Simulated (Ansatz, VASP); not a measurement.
# One calculation of CoO, two programs

INCAR

```
SYSTEM = CoO
PREC     = Accurate       ! precision mode
ENCUT    = 520            ! plane-wave cutoff, eV
EDIFF    = 1E-6           ! SCF threshold, eV
ISMEAR   = 0              ! smearing method
SIGMA    = 0.1            ! smearing width, eV
LREAL    = .FALSE.        ! projectors in reciprocal space
LASPH    = .TRUE.         ! aspherical terms in the spheres
NELM     = 150            ! most SCF steps
ALGO     = Normal         ! electronic algorithm
ISIF     = 2              ! what is computed and relaxed
LWAVE    = .FALSE.        ! write WAVECAR
LCHARG   = .FALSE.        ! write CHGCAR
ISPIN    = 2              ! spin polarisation
MAGMOM   = 2.51 0.3       ! initial moments
LORBIT   = 11             ! projections on sites
LMAXMIX  = 4              ! l up to which the mixer works
GGA      = PS             ! functional
NBANDS   = 18             ! bands
```

File KPOINTS:

```
Automatic mesh
0
G
  12 12 15
  0 0 0
```

The input POSCAR:

```
CoO
1.0
    3.0358717159     -0.0000000055     -0.0002390726
   -1.5179358626      2.6291420367      0.0000000000
    1.5177530802      0.8762751494      2.2344990563
Co O
1 1
Direct
    0.0000000000      0.0000000000      0.0000000000
    0.0000000000      0.5000000000      0.5000000000
```

Input for Ansatz:

```yaml
crystal:
  lattice:
    - [3.0358717159, -5.5e-09, -0.0002390726]
    - [-1.5179358626, 2.6291420367, 0.0]
    - [1.5177530802, 0.8762751494, 2.2344990563]
  atoms:
    - { symbol: Co, position: [0.0, 0.0, 0.0], spin: 2.51 }
    - { symbol: O, position: [0.0, 0.5, 0.5], spin: 0.3 }
basis:
  ecutwfc: 420
kpoints:
  mp_grid: { grid: [12, 12, 15] }
hamiltonian:
  xc: pbesol
scf:
  occupations: { method: gaussian, width: 0.1 }
output:
  forces: true
  stress: true
  eigenvalues: true
  populations: true
magnetization:
  spin_polarized: true
```

Change from the starting cell: band edges of the strained film's bulk.

Alike in both runs: task single point; functional PBEsol; k mesh 12 × 12 × 15; occupations gaussian, width 0.1 eV; collinear spin.

|  | VASP | Ansatz |
| --- | --- | --- |
| version | VASP 6.6.1 | Ansatz 0.2.0 |
| potentials or method | VASP PAW PBE potentials, release 64 (Co, O), cutoff 520 eV | scalar-relativistic, plane waves, PAW |
| valence electrons in the cell | 15 | 23 |

|  | VASP | Ansatz | Ansatz less VASP |
| --- | --- | --- | --- |
| gap on the k mesh at the Fermi level (eV) | none | none | - |
| pressure (GPa) | 0.1 | 0.9 | +0.82 |
| traceless stress, the component that is largest in VASP (GPa) | -0.62 | -0.90 | -0.275 |
| net moment per atom (μB) | 1.31 | 1.34 | +0.025 |
| size of the moment on the site where the two differ most (μB) | 2.34 | 2.29 | -0.050 |

VASP's potentials were made for PBE, not for PBEsol. Site moments also hang on the region over which each program counts them. A gap of «none» marks a metal or a gap that the smearing closes. VASP's potentials hold 15 valence electrons a cell and Ansatz's 23, so a difference there can come from the potentials and not from the codes.
